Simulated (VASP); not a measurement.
# Si5C4: single point with PBE

Si5C4, a slab with vacuum:

```
CELL_PARAMETERS angstrom
3.09201 0.00000 0.00000
0.00000 5.07382 0.00000
0.00000 0.00000 18.96869
ATOMIC_POSITIONS crystal
Si 0.00000 0.99544 0.21087
Si 0.50000 0.49544 0.25793
Si 0.50000 0.99367 0.35653
Si 0.00000 0.46505 0.38534
Si 0.50000 0.12382 0.49018
C 0.00000 0.61956 0.21087
C 0.50000 0.11956 0.25793
C 0.50000 0.62504 0.35690
C 0.00000 0.12382 0.39374
```

```yaml
Program: VASP 6.6.1
Task: single point
Functional: PBE
Potentials_or_basis: VASP PAW PBE potentials, release 64 (Si, C)
Cutoff: 520 eV
k_mesh: 9 × 5 × 1
Occupations: gaussian, width 0.05 eV
Spin: collinear spin
Starting_moments: "[0.0, 0.0, 0.0, 0.0, 2.0, 0.0, 0.0, 0.0, 0.0] μB"
```

```
Largest force                                         : 3.166 eV/Å
Net moment                                            : -0.08 μB per cell
Site moments                                          : Si -0.04, -0.00, +0.00; C +0.01, -0.00, +0.00 μB
Valence electrons inside the program's atomic spheres : Si 1.62, 1.63, 1.67, 1.73, 1.50; C 2.38, 2.48, 2.54, 2.55
```

Forces in eV/Å, atoms in the order of the input:
```
Si   0.000 -2.002  1.635
Si   0.000  0.869 -2.588
Si   0.000 -1.894 -2.536
Si   0.000  2.164  1.327
Si   0.000  0.374 -0.004
C    0.000  1.137  1.557
C    0.000  0.411  0.004
C    0.000 -0.132 -0.468
C    0.000 -0.926  1.073
```

Levels at points of the mesh, in eV from the Fermi level:
Spin up:
```tsv
k point	band 14	band 15	band 16	band 17	band 18	band 19	band 20	band 21	band 22	band 23
(0.00, 0.00, 0.00)	-2.73	-2.09	-0.96	-0.76	-0.29	0.72	1.32	2.24	2.74	3.42
```
Spin down:
| k point | band 16 | band 17 | band 18 | band 19 | band 20 | band 21 |
| --- | --- | --- | --- | --- | --- | --- |
| (0.00, 0.00, 0.00) | -0.95 | -0.76 | -0.30 | 0.59 | 1.32 | 2.23 |

Wall time 7.4 min on 1 thread of AMD EPYC 9R45 96-Core Processor (Zen 5), on a shared host, peak memory 0.53 GiB.
